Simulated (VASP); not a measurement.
# InSe in VASP: single point with PBE+D3(BJ)

Aim: the single point of InSe with PBE+D3(BJ).

Program: VASP 6.6.1. These are calculated values, not measurements. Logs are shortened: lines on timing, memory, paths and dates and some standing lists are left out, and cuts for length are marked.

## Step 1: The cell of the first run

The cell holds a slab with vacuum, 8 atoms: a = 4.027 Å, b = 4.027 Å, c = 28.271 Å, α = 90.00°, β = 90.00°, γ = 120.00°.

## Step 2: Single point, PBE+D3(BJ) (layers slid over each other, then relaxed in part)

INCAR

```
SYSTEM = InSe
ALGO = Normal
DIPOL = 0.5 0.5 0.412
EDIFF = 1E-6
ENCUT = 400
GGA = PE
GGA_COMPAT = .FALSE.
IDIPOL = 3
ISIF = 2
ISMEAR = 0
IVDW = 12
LASPH = .TRUE.
LCHARG = .FALSE.
LDIPOL = .TRUE.
LREAL = .FALSE.
LWAVE = .FALSE.
NBANDS = 48
NELM = 120
NELMDL = -8
PREC = Accurate
SIGMA = 0.05
```

KPOINTS

```
k-points
0
G
  9 9 1
  0 0 0
```

POSCAR

```
InSe
1.0
    4.0266104108      0.0000000000      0.0000000000
   -2.0133052054      3.4871469069      0.0000000000
    0.0000000000      0.0000000000     28.2707105452
Se In
4 4
Direct
    0.0000000000      0.0000000000      0.1591753413
    0.0000000000      0.0000000000      0.3495839771
    0.0000000000      0.2222222222      0.4748582511
    0.0000000000      0.2222222222      0.6652677534
    0.6666666667      0.3333333333      0.2049732581
    0.6666666667      0.3333333333      0.3038117025
    0.6666666667      0.5555555556      0.5206313882
    0.6666666667      0.5555555556      0.6194672702
```

Potentials or basis: VASP PAW PBE potentials, release 64 (Se, In_d).

Run with:

```bash
> cat potpaw_PBE.64/Se/POTCAR potpaw_PBE.64/In_d/POTCAR > POTCAR
> mpirun -np 1 vasp_std > vasp.out
```

OUTCAR:

```text
SYSTEM = InSe
   EDIFF = 1E-6
   ENCUT = 400
   GGA = PE
   ISIF = 2
   ISMEAR = 0
   IVDW = 12
   LASPH = .TRUE.
   LREAL = .FALSE.
   NELM = 120
   NELMDL = -8
   PREC = Accurate
 IVDW          = 12

 ion  position               nearest neighbor table
   1  0.000  0.000  0.159-   5 2.66   5 2.66   5 2.66
   2  0.000  0.000  0.350-   6 2.66   6 2.66   6 2.66
   3  0.000  0.222  0.475-   7 2.66   7 2.66   7 2.66
   4  0.000  0.222  0.665-   8 2.66   8 2.66   8 2.66
   5  0.667  0.333  0.205-   1 2.66   1 2.66   1 2.66   6 2.79
   6  0.667  0.333  0.304-   2 2.66   2 2.66   2 2.66   5 2.79
   7  0.667  0.556  0.521-   3 2.66   3 2.66   3 2.66   8 2.79
   8  0.667  0.556  0.619-   4 2.66   4 2.66   4 2.66   7 2.79

  LATTYP: Found a hexagonal cell.
 ALAT       =     4.0266104108
 C/A-ratio  =     7.0209699129

  Lattice vectors:

 A1 = (   4.0266104108,   0.0000000000,   0.0000000000)
 A2 = (  -2.0133052054,   3.4871469069,   0.0000000000)
 A3 = (   0.0000000000,   0.0000000000,  28.2707105452)

Analysis of symmetry for initial positions (statically):
=====================================================================
 Subroutine PRICEL returns:
 Original cell was already a primitive cell.

 Routine SETGRP: Setting up the symmetry group for a
 hexagonal supercell.

 Subroutine GETGRP returns: Found  2 space group operations
 (whereof  1 operations were pure point group operations)
 out of a pool of 24 trial point group operations.

The static configuration has the point symmetry C_1 .
 The point group associated with its full space group is C_2 .

Analysis of symmetry for dynamics (positions and initial velocities):
=====================================================================
 Subroutine PRICEL returns:
 Original cell was already a primitive cell.

 Routine SETGRP: Setting up the symmetry group for a
 hexagonal supercell.

 Subroutine GETGRP returns: Found  2 space group operations
 (whereof  1 operations were pure point group operations)
 out of a pool of 24 trial point group operations.

The dynamic configuration has the point symmetry C_1 .
 The point group associated with its full space group is C_2 .

 Subroutine INISYM returns: Found  2 space group operations
 (whereof  1 operations are pure point group operations),
 and found     1 'primitive' translations

----------------------------------------------------------------------------------------

[... 116 lines left out ...]
   EMIN   =  10.00;   EMAX   =-10.00  energy-range for DOS
   EFERMI =   0.00;   METHOD = LEGACY
   ISMEAR =     0;   SIGMA  =   0.05  broadening in eV -4-tet -1-fermi 0-gaus
   EFERMI_NEDOS =   21; number of points for ismear=-14 and -15
   IALGO  =     38    algorithm
   IMIX   =      4    mixing-type and parameters
     AMIX     =   0.40;   BMIX     =  1.00
     AMIX_MAG =   1.60;   BMIX_MAG =  1.00
  volume/ion in A,a.u.               =      49.62       334.85
  Fermi-wavevector in a.u.,A,eV,Ry     =   0.943548  1.783047 12.113024  0.890282
  Thomas-Fermi vector in A             =   2.071266
   LORBIT       =      0    0 simple, 1 ext, 2 COOP (PROOUT), +10 PAW based schemes
   GGA     = PE    functional components
   LHFCALC =     F    Hartree Fock is set to
   AEXX    =    0.0000 exact exchange contribution
   IVDW    =    12    specifies the selected vdW correction
   LEPSILON=     F    determine dielectric tensor
   LRPA    =     F    only Hartree local field effects (RPA)
 non-spin polarized calculation
 Gauss-broadening in eV      SIGMA  =   0.05
  energy-cutoff  :      400.00
  volume of cell :      396.96
 maximum number of plane-waves:      7281
 NGX is ok and might be reduce to    28
   NGX = 13   NGY = 13   NGZ = 93

 dipolmoment           0.000000      0.000000     -0.000304 electrons x Angstroem

 number of electron      75.9999984 magnetization

 dipolmoment           0.000000      0.000000      0.000606 electrons x Angstroem

 Free energy of the ion-electron system (eV)
  ---------------------------------------------------
  ext. energy  EPLUGINS =         0.00000000
  ---------------------------------------------------
  free energy    TOTEN  =       -28.37187465 eV

  energy without entropy =      -28.37187465  energy(sigma->0) =      -28.37187465

 E-fermi :   0.0254     XC(G=0):  -5.6802

 val. band max:       -0.2044029567   @ k =   0.1111   0.0000   0.0000
 cond. band min:       0.9488966538   @ k =   0.0000   0.0000   0.0000
 fundamental gap:      1.1532996105
 Fermi energy:         0.0253922655

 k-point     1 :       0.0000    0.0000    0.0000
  band No.  band energies     occupation
      1     -14.5168      2.00000
      2     -14.5135      2.00000
      3     -14.3338      2.00000
      4     -14.3330      2.00000
      5     -14.3305      2.00000
      6     -14.3297      2.00000
[... 1213 lines left out ...]
     47       5.2470      0.00000
     48       5.3604      0.00000

 [... further k-points ...]

------------------------ aborting loop because EDIFF is reached ----------------------------------------

 vacuum level on the upper side and lower side of the slab       (xc-potential included)        -0.131        -0.139

 Edisp (eV)   -1.98910

 E8    (eV) :    -0.9322

  FORCE on cell =-STRESS in cart. coord.  units (eV):
  Direction    XX          YY          ZZ          XY          YZ          ZX
  --------------------------------------------------------------------------------------
  -------------------------------------------------------------------------------------
  Total      -0.08382    -0.05409    -0.01250    -0.02575     0.15744    -0.09090
  in kB      -0.33830    -0.21831    -0.05046    -0.10391     0.63543    -0.36687
  external pressure =       -0.20 kB  Pullay stress =        0.00 kB

 VOLUME and BASIS-vectors are now :
 -----------------------------------------------------------------------------
  energy-cutoff  :      400.00
  volume of cell :      396.96
      direct lattice vectors                 reciprocal lattice vectors
     4.026610411  0.000000000  0.000000000     0.248347840  0.143383693  0.000000000
    -2.013305205  3.487146907  0.000000000     0.000000000  0.286767385  0.000000000
     0.000000000  0.000000000 28.270710545     0.000000000  0.000000000  0.035372298

 POSITION                                       TOTAL-FORCE (eV/Angst)
 -----------------------------------------------------------------------------------
      0.00000      0.00000      4.50000         0.000474     -0.001001     -0.016157
      0.00000      0.00000      9.88299         0.020106     -0.038640      0.016615
     -0.44740      0.77492     13.42458        -0.023411      0.036732     -0.016615
     -0.44740      0.77492     18.80759        -0.000630      0.000910      0.016157
      2.01331      1.16238      5.79474         0.000907     -0.003118      0.013790
      2.01331      1.16238      8.58897         0.000579      0.004542     -0.014654
      1.56590      1.93730     14.71862         0.004223     -0.001770      0.014654
      1.56590      1.93730     17.51278        -0.002247      0.002344     -0.013790
 -----------------------------------------------------------------------------------
    total drift:                               -0.001253     -0.000792      0.073687

  FREE ENERGIE OF THE ION-ELECTRON SYSTEM (eV)
  ---------------------------------------------------
  free  energy   TOTEN  =       -30.3609756337 eV

  energy  without entropy=      -30.3609756337  energy(sigma->0) =      -30.36097563

 vacuum level on the upper side and lower side of the slab         5.405         5.398
```

OSZICAR:

```text
N       E                     dE             d eps       ncg     rms          rms(c)
DAV:   1     0.654862781945E+03    0.65486E+03   -0.29057E+04  2544   0.125E+03
DAV:   2     0.579912342458E+02   -0.59687E+03   -0.57986E+03  2648   0.347E+02
DAV:   3    -0.248393008322E+02   -0.82831E+02   -0.81661E+02  2944   0.163E+02
[... 18 lines left out ...]
DAV:  22    -0.283718613229E+02   -0.10125E-04   -0.25674E-07  1736   0.498E-03    0.680E-04
DAV:  23    -0.283718677275E+02   -0.64045E-05   -0.10742E-07  1672   0.269E-03    0.803E-04
DAV:  24    -0.283718727002E+02   -0.49727E-05   -0.11520E-07  1656   0.271E-03    0.362E-04
DAV:  25    -0.283718742356E+02   -0.15354E-05   -0.39201E-08  1592   0.150E-03    0.263E-04
DAV:  26    -0.283718746501E+02   -0.41454E-06   -0.18427E-08  1472   0.931E-04
   1 F= -.30360976E+02 E0= -.30360976E+02  d E =-.926544E-12
```

Wall time 15 min (1 thread of Oxide Virtual Turin-like, shared host); peak memory 0.5 GiB.

What came out:

```yaml
Free_energy: -30.3610 eV
Largest_force: 0.047 eV/Å
Band_gap_on_the_k_mesh: 1.15 eV (least direct gap 1.20 eV)
Dispersion_energy_per_atom: -0.249 eV
```

Forces in eV/Å, atoms in the order of the input:
```
Se   0.000 -0.001 -0.016
Se   0.020 -0.039  0.017
Se  -0.023  0.037 -0.017
Se  -0.001  0.001  0.016
In   0.001 -0.003  0.014
In   0.001  0.005 -0.015
In   0.004 -0.002  0.015
In  -0.002  0.002 -0.014
```

Caveat: the cell differs from its parent crystal (layers slid over each other, then relaxed in part); spin-orbit coupling is left out, which moves the levels of the heavy elements.
